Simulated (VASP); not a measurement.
# CaB2 (Pn-3m) in VASP: further runs, part 2 of 2

VASP 6.6.1. Earlier steps stand in the parts before.

## Step 3: Single point, PBE

This run uses another cell than the first one, of 34.55 Å³/atom, 2.657 times its volume.

File INCAR:

```
SYSTEM = CaB2
PREC     = Accurate       ! precision mode
ENCUT    = 520            ! plane-wave cutoff, eV
EDIFF    = 1E-6           ! SCF threshold, eV
ISMEAR   = 0              ! smearing method
SIGMA    = 0.1            ! smearing width, eV
LREAL    = .FALSE.        ! projectors in reciprocal space
LASPH    = .TRUE.         ! aspherical terms in the spheres
NELM     = 80             ! most SCF steps
ALGO     = Normal         ! electronic algorithm
ISIF     = 2              ! what is computed and relaxed
LWAVE    = .FALSE.        ! write WAVECAR
LCHARG   = .FALSE.        ! write CHGCAR
GGA      = PE             ! functional
NBANDS   = 25             ! bands
```

File KPOINTS:

```
regular mesh
0
G
  4 4 4
  0 0 0
```

File POSCAR:

```
CaB2
1.0
    5.9183708851      0.0000000000      0.0000000000
    0.0000000000      5.9183708851      0.0000000000
    0.0000000000      0.0000000000      5.9183708851
Ca B
2 4
Direct
    0.0000000000      0.0000000000      0.0000000000
    0.5000000000      0.5000000000      0.5000000000
    0.2500000000      0.2500000000      0.2500000000
    0.2500000000      0.7500000000      0.7500000000
    0.7500000000      0.7500000000      0.2500000000
    0.7500000000      0.2500000000      0.7500000000
```

Potentials or basis: VASP PAW PBE potentials, release 64 (Ca_sv, B).

Run with:

```
> cat potpaw_PBE.64/Ca_sv/POTCAR potpaw_PBE.64/B/POTCAR > POTCAR
> mpirun -np 1 vasp_std > vasp.out
```

OUTCAR:

```text
SYSTEM = CaB2
   PREC = Accurate
   ENCUT = 520
   EDIFF = 1E-6
   ISMEAR = 0
   LREAL = .FALSE.
   LASPH = .TRUE.
   NELM = 80
   ISIF = 2
   GGA = PE

 ion  position               nearest neighbor table
   1  0.000  0.000  0.000-   3 2.56   4 2.56   5 2.56   6 2.56
   2  0.500  0.500  0.500-   3 2.56   4 2.56   5 2.56   6 2.56
   3  0.250  0.250  0.250-   1 2.56   2 2.56
   4  0.250  0.750  0.750-   1 2.56   2 2.56
   5  0.750  0.750  0.250-   1 2.56   2 2.56
   6  0.750  0.250  0.750-   1 2.56   2 2.56

  LATTYP: Found a simple cubic cell.
 ALAT       =     5.9183708851

  Lattice vectors:

 A1 = (   5.9183708851,   0.0000000000,   0.0000000000)
 A2 = (   0.0000000000,   5.9183708851,   0.0000000000)
 A3 = (   0.0000000000,   0.0000000000,   5.9183708851)

Analysis of symmetry for initial positions (statically):
=====================================================================
 Subroutine PRICEL returns:
 Original cell was already a primitive cell.

 Routine SETGRP: Setting up the symmetry group for a
 simple cubic supercell.

[... 163 lines left out ...]

 val. band max:       -0.7280137553   @ k =   0.5000   0.0000   0.0000
 cond. band min:      -0.6641566285   @ k =   0.5000   0.2500   0.2500
 fundamental gap:      0.0638571268
 Fermi energy:        -0.7256111631

 k-point     1 :       0.0000    0.0000    0.0000
  band No.  band energies     occupation
      1     -41.2191      2.00000
      2     -41.2189      2.00000
      3     -22.2780      2.00000
      4     -22.2780      2.00000
      5     -22.2780      2.00000
      6     -22.2736      2.00000
[... 269 lines left out ...]
     24       1.1534      0.00000
     25       3.1617      0.00000

------------------------ aborting loop because EDIFF is reached ----------------------------------------

  FORCE on cell =-STRESS in cart. coord.  units (eV):
  Direction    XX          YY          ZZ          XY          YZ          ZX
  --------------------------------------------------------------------------------------
  -------------------------------------------------------------------------------------
  Total       -0.2488297     -0.2488297     -0.2488297      0.0000000      0.0000000      0.0000000
  in kB       -1.9231195     -1.9231195     -1.9231195      0.0000000      0.0000000      0.0000000
  external PRESSURE =      -1.9231195 kB  Pullay stress =       0.0000000 kB

 VOLUME and BASIS-vectors are now :
 -----------------------------------------------------------------------------
  energy-cutoff  :      520.00
  volume of cell :      207.30
      direct lattice vectors                 reciprocal lattice vectors
     5.918370885  0.000000000  0.000000000     0.168965416  0.000000000  0.000000000
     0.000000000  5.918370885  0.000000000     0.000000000  0.168965416  0.000000000
     0.000000000  0.000000000  5.918370885     0.000000000  0.000000000  0.168965416

 POSITION                                       TOTAL-FORCE (eV/Angst)
 -----------------------------------------------------------------------------------
      0.00000      0.00000      0.00000         0.000000      0.000000     -0.000000
      2.95919      2.95919      2.95919         0.000000      0.000000      0.000000
      1.47959      1.47959      1.47959         0.000000     -0.000000     -0.000000
      1.47959      4.43878      4.43878         0.000000      0.000000      0.000000
      4.43878      4.43878      1.47959        -0.000000      0.000000     -0.000000
      4.43878      1.47959      4.43878        -0.000000     -0.000000      0.000000
 -----------------------------------------------------------------------------------
    total drift:                               -0.000000     -0.000000     -0.000000

  FREE ENERGIE OF THE ION-ELECTRON SYSTEM (eV)
  ---------------------------------------------------
  free  energy   TOTEN  =       -12.6166030446 eV

  energy  without entropy=      -12.5797316201  energy(sigma->0) =      -12.59816733
```

OSZICAR:

```text
N       E                     dE             d eps       ncg     rms          rms(c)
DAV:   1     0.207287336779E+03    0.20729E+03   -0.13562E+04   516   0.108E+03
DAV:   2     0.685257815162E+00   -0.20660E+03   -0.20100E+03   606   0.263E+02
DAV:   3    -0.122242543104E+02   -0.12910E+02   -0.12316E+02   925   0.520E+01
DAV:   4    -0.130324265418E+02   -0.80817E+00   -0.80105E+00   687   0.118E+01
DAV:   5    -0.130744956233E+02   -0.42069E-01   -0.42028E-01   775   0.216E+00    0.529E+00
DAV:   6    -0.126299027641E+02    0.44459E+00   -0.60538E-01   579   0.383E+00    0.232E+00
DAV:   7    -0.126082871891E+02    0.21616E-01   -0.12864E-01   680   0.166E+00    0.983E-01
DAV:   8    -0.126167090075E+02   -0.84218E-02   -0.24651E-02   534   0.108E+00    0.176E-01
DAV:   9    -0.126162777101E+02    0.43130E-03   -0.18459E-03   656   0.162E-01    0.655E-02
DAV:  10    -0.126166605664E+02   -0.38286E-03   -0.94988E-04   619   0.138E-01    0.578E-02
DAV:  11    -0.126166071981E+02    0.53368E-04   -0.12516E-04   528   0.484E-02    0.153E-02
DAV:  12    -0.126166030862E+02    0.41119E-05   -0.27021E-05   514   0.151E-02    0.267E-03
DAV:  13    -0.126166030446E+02    0.41638E-07   -0.14887E-06   448   0.505E-03
   1 F= -.12616603E+02 E0= -.12598167E+02  d E =-.368714E-01
```

stdout:

```text
POSCAR found type information on POSCAR CaB
 POSCAR found :  2 types and       6 ions
 scaLAPACK will be used
 LDA part: xc-table for (Slater+PW92), standard interpolation
 POSCAR, INCAR and KPOINTS ok, starting setup
 FFT: planning ... GRIDC
 FFT: planning ... GRID_SOFT
 FFT: planning ... GRID
 WAVECAR not read
 entering main loop
```

It took 29 s on 1 thread of Intel Xeon 6975P-C (Granite Rapids), shared host; peak memory 0.32 GiB.

What came out:

| Quantity | Value |
| --- | --- |
| Free energy | -12.6166 eV |
| Pressure | -0.2 GPa |
| Band gap on the k mesh | zero (band 16 reaches -0.59 eV, above the bottom of band 17 at -0.66 eV) |

Levels at points of the mesh, in eV from the Fermi level:
```tsv
k point	band 12	band 13	band 14	band 15	band 16	band 17	band 18	band 19	band 20	band 21
(0.00, 0.00, 0.00)	-4.82	-0.99	-0.76	-0.76	0.14	0.14	0.14	1.28	1.28	1.28
(0.50, 0.00, 0.00)	-4.81	-0.49	-0.49	0.00	0.00	0.15	0.15	0.18	0.18	0.97
(0.50, 0.50, 0.00)	-5.14	-0.56	-0.56	-0.28	-0.28	0.14	0.14	0.25	0.25	1.16
(0.50, 0.50, 0.50)	-5.12	-1.38	-0.76	-0.76	-0.76	0.23	0.23	0.23	1.12	1.12
```

## Step 4: Relaxation of cell and atoms, PBE

File INCAR:

```
  PREC = Accurate
  ENCUT = 600
  EDIFF = 1E-6
  ISMEAR = 0
  SIGMA = 0.1
  LREAL = False
  LASPH = True
  NELM = 60
  ALGO = Normal
  ISIF = 3
  LWAVE = False
  LCHARG = False
  GGA = PE
  IBRION = 2
  NSW = 90
  EDIFFG = -0.04
```

File KPOINTS:

```
Automatic mesh
0
Gamma
  4 4 4
```

POSCAR, as its differences from that of step 3:

```diff
@@ -2,5 +2,5 @@
 1.0
-    5.9183708851      0.0000000000      0.0000000000
-    0.0000000000      5.9183708851      0.0000000000
-    0.0000000000      0.0000000000      5.9183708851
+    4.2730948393      0.0000000000      0.0000000000
+    0.0000000000      4.2730948393      0.0000000000
+    0.0000000000      0.0000000000      4.2730948393
 Ca B
```

Run with:

```
> cat potpaw_PBE.64/Ca_sv/POTCAR potpaw_PBE.64/B/POTCAR > POTCAR
> mpirun -np 1 vasp_std > vasp.out
```

Wall time 48 s (1 thread of Intel Xeon 6975P-C (Granite Rapids), shared host); peak memory 0.21 GiB.

It converged, with:

- Free energy: -12.5566 eV
- Relaxed volume: 33.66 Å³/atom
- Relaxed cell: a = 5.867 Å, b = 5.867 Å, c = 5.867 Å, α = 90.00°, β = 90.00°, γ = 90.00°
- Space group after relaxing (to 0.05 Å): Pn-3m (No. 224)
- Energy gained by relaxing: 1905.4 meV/atom
- Ionic steps: 5
- Pressure after relaxing: 0.0 GPa
- Band gap on the k mesh: zero (band 16 reaches -0.51 eV, above the bottom of band 17 at -0.60 eV)

The path:
| step | energy change (eV) | largest force (eV/Å) | pressure (GPa) | volume (Å³) |
| --- | --- | --- | --- | --- |
| 1 | 0.0000 | 0.0000 | 51.70 | 78.02 |
| 2 | -9.5621 | 0.0000 | 11.48 | 135.65 |
| 3 | -11.3321 | 0.0000 | 1.85 | 183.43 |
| 4 | -11.4289 | 0.0000 | 0.30 | 198.49 |
| 5 | -11.4322 | 0.0000 | 0.01 | 201.94 |

Final structure:
```
Ca B
1.0
     5.86684    0.00000    0.00000
     0.00000    5.86684    0.00000
     0.00000    0.00000    5.86684
Ca B
2 4
Direct
  0.00000 0.00000 0.00000
  0.50000 0.50000 0.50000
  0.25000 0.25000 0.25000
  0.25000 0.75000 0.75000
  0.75000 0.75000 0.25000
  0.75000 0.25000 0.75000
```

Levels at points of the mesh, in eV from the Fermi level:
```
           k point  band 12  band 13  band 14  band 15  band 16  band 17  band 18  band 19  band 20
(0.00, 0.00, 0.00)    -4.80    -0.98    -0.80    -0.80     0.15     0.15     0.15     1.31     1.31
(0.50, 0.00, 0.00)    -4.80    -0.47    -0.47    -0.03    -0.03     0.17     0.17     0.18     0.18
(0.50, 0.50, 0.00)    -5.14    -0.55    -0.55    -0.30    -0.30     0.16     0.16     0.24     0.24
(0.50, 0.50, 0.50)    -5.12    -1.37    -0.79    -0.79    -0.79     0.24     0.24     0.24     1.13
```

Caveat: the k points lie up to 0.27 Å⁻¹ apart in the final cell; the volume moved by over 15 % at a fixed basis, so the end points are rough.

## Step 5: Single point, PBE

This run uses another cell than the first one, of 34.07 Å³/atom, 2.620 times its volume.

File INCAR:

```
PREC = Accurate
ENCUT = 520
EDIFF = 1E-7
ISMEAR = 0
SIGMA = 0.1
LREAL = False
LASPH = True
NELM = 60
ALGO = Normal
ISIF = 2
LWAVE = False
LCHARG = True
GGA = PE
LELF = True
LVHAR = True
NBANDS = 25
```

File KPOINTS:

```
regular mesh
0
Gamma
  6 6 6
```

POSCAR, as its differences from that of step 4:

```diff
@@ -2,5 +2,5 @@
 1.0
-    4.2730948393      0.0000000000      0.0000000000
-    0.0000000000      4.2730948393      0.0000000000
-    0.0000000000      0.0000000000      4.2730948393
+    5.8906331602      0.0000000000      0.0000000000
+    0.0000000000      5.8906331602      0.0000000000
+    0.0000000000      0.0000000000      5.8906331602
 Ca B
```

Run with:

```
> cat potpaw_PBE.64/Ca_sv/POTCAR potpaw_PBE.64/B/POTCAR > POTCAR
> mpirun -np 1 vasp_std > vasp.out
```

It took 54 s on 1 thread of Intel Xeon 6975P-C (Granite Rapids), shared host; peak memory 0.36 GiB.

Results (log left out):

```
Free energy            : -12.6318 eV
Pressure               : 0.0 GPa
Band gap on the k mesh : zero (band 16 reaches -0.55 eV, above the bottom of band 17 at -0.67 eV)
```

Levels at points of the mesh, in eV from the Fermi level:
| k point | band 14 | band 15 | band 16 | band 17 | band 18 | band 19 |
| --- | --- | --- | --- | --- | --- | --- |
| (0.00, 0.00, 0.00) | -0.77 | -0.77 | 0.15 | 0.15 | 0.15 | 1.30 |
| (0.50, 0.00, 0.00) | -0.48 | -0.01 | -0.01 | 0.16 | 0.16 | 0.18 |
| (0.50, 0.50, 0.00) | -0.55 | -0.28 | -0.28 | 0.15 | 0.15 | 0.25 |
| (0.50, 0.50, 0.50) | -0.77 | -0.77 | -0.77 | 0.24 | 0.24 | 0.24 |

## Step 6: Summary

| task | cell | k mesh | cutoff (eV) | gap on the mesh (eV) | pressure (GPa) |
| --- | --- | --- | --- | --- | --- |
| single point | a = 4.273 Å, 6 atoms | 4 × 4 × 4 | 520 | none | 51.7 |
| single point | a = 5.918 Å, 6 atoms | 4 × 4 × 4 | 520 | none | -0.2 |
| relaxation of cell and atoms | relaxed from a = 4.273 Å, 6 atoms | 4 × 4 × 4 | 600 | none | 0.0 |
| single point | a = 5.891 Å, 6 atoms | 6 × 6 × 6 | 520 | none | 0.0 |

Alike in all rows: level PBE; potentials or basis VASP PAW PBE potentials, release 64 (Ca_sv, B); no spin polarisation; smearing gaussian 0.1 eV.

Caveats: some runs use coarse meshes; the volume moved by over 15 % at a fixed basis, so the end points are rough (some runs).

Absolute energies hang on the potentials; compare differences alone.
